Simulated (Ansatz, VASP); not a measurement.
# One calculation of Al3GaN4, two programs

```
Al Ga N
1.0
     4.26920    0.00000    0.00000
     0.00000    4.26920    0.00000
     0.00000    0.00000    4.26920
Al Ga N
3 1 4
Direct
  0.50000 0.50000 0.00000
  0.50000 0.00000 0.50000
  0.00000 0.50000 0.50000
  0.00000 0.00000 0.00000
  0.74446 0.74446 0.25554
  0.74446 0.25554 0.74446
  0.25554 0.74446 0.74446
  0.25554 0.25554 0.25554
```

Change from the starting cell: equal strain along all axes, cell held, atoms relaxed: -3.0 %.

Alike in both runs: task relaxation of the atoms; functional r2SCAN; k mesh 6 × 6 × 6; occupations gaussian, width 0.02 eV; no spin polarisation.

|  | VASP | Ansatz |
| --- | --- | --- |
| version | VASP 6.6.1 | Ansatz 0.2.0 |
| potentials or method | VASP PAW PBE potentials, release 64 (Al, Ga_d, N), cutoff 520 eV | scalar-relativistic, plane waves, PAW |
| valence electrons in the cell | 42 | 42 |

```csv
,VASP,Ansatz,Ansatz less VASP
"gap on the k mesh at the Fermi level, each at its own relaxed structure (eV)",4.09,4.09,+0.003
```

VASP's potentials were made for PBE, not for r2SCAN. Ansatz's warnings: stress scf threshold loose.
